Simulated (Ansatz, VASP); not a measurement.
# Two plane-wave programs on Ta

```
Ta
1.0
    -1.78338    1.78338    1.71733
     1.78338   -1.78338    1.71733
     1.78338    1.78338   -1.71733
Ta
1
Direct
  0.00000 0.00000 0.00000
```

Change from the starting cell: strain +0.080 along x and y, +0.040 along z, atoms carried along.

Alike in both runs: task single point; functional PBEsol; k mesh 20 × 20 × 20; occupations gaussian, width 0.15 eV; no spin polarisation.

|  | VASP | Ansatz |
| --- | --- | --- |
| version | VASP 6.6.1 | Ansatz 0.2.0 |
| potentials or method | VASP PAW PBE potentials, release 64 (Ta_pv), cutoff 520 eV | scalar-relativistic, plane waves, PAW |
| valence electrons in the cell | 11 | 13 |

```csv
,VASP,Ansatz,Ansatz less VASP
gap on the k mesh at the Fermi level (eV),none,none,-
pressure (GPa),-29.3,-29.3,+0.03
"traceless stress, the component that is largest in VASP (GPa)",1.19,1.19,0.000
```

VASP's potentials were made for PBE, not for PBEsol. A gap of «none» marks a metal or a gap that the smearing closes. Both programs put the cell under strong tension, so it lies far from rest at this level. VASP's potentials hold 11 valence electrons a cell and Ansatz's 13, so a difference there can come from the potentials and not from the codes.

Neither program's run includes spin-orbit coupling.
